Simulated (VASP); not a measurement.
A run of VASP 6.6.1:

Contents of POSCAR:

```
BP
1.0
    0.0000000000      2.2529598100      2.2529598100
    2.2529598100      0.0000000000      2.2529598100
    2.2529598100      2.2529598100      0.0000000000
B P
1 1
Direct
    0.0000000000      0.0000000000      0.0000000000
    0.2500000000      0.2500000000      0.2500000000
```

INCAR.step1

```
  PREC = Accurate
  ENCUT = 520
  ISMEAR = -1
  SIGMA = 0.02
  LREAL = F
  LASPH = T
  NELM = 60
  GGA = PE
  ALGO = Normal
  EDIFF = 1E-4
  LWAVE = T
  LCHARG = F
```

INCAR.step2

```
  PREC = Accurate
  ENCUT = 520
  EDIFF = 1E-7
  ISMEAR = -1
  SIGMA = 0.02
  LREAL = F
  LASPH = T
  NELM = 60
  ALGO = Normal
  ISIF = 2
  LWAVE = F
  LCHARG = F
  METAGGA = R2SCAN
  LMIXTAU = T
  IBRION = 2
  NSW = 50
  EDIFFG = -0.01
  ISTART = 1
```

The input KPOINTS:

```
regular mesh
0
Gamma
  10 10 10
```

Potentials or basis: VASP PAW PBE potentials, release 64 (B, P).

Command:

```sh
$ cat potpaw_PBE.64/B/POTCAR potpaw_PBE.64/P/POTCAR > POTCAR
$ cp INCAR.step1 INCAR
$ mpirun -np 1 vasp_std > vasp.out
$ cp INCAR.step2 INCAR
$ mpirun -np 1 vasp_std > vasp.out
```

Hardware: 1 thread of Intel Xeon 8259CL (shared host).

Problem. Estimate the wall time of this run.

Solution. Wall time 52 s on 1 thread of Intel Xeon 8259CL (shared host), peak memory 0.14 GiB. Counts: k points 47, ion steps 1.
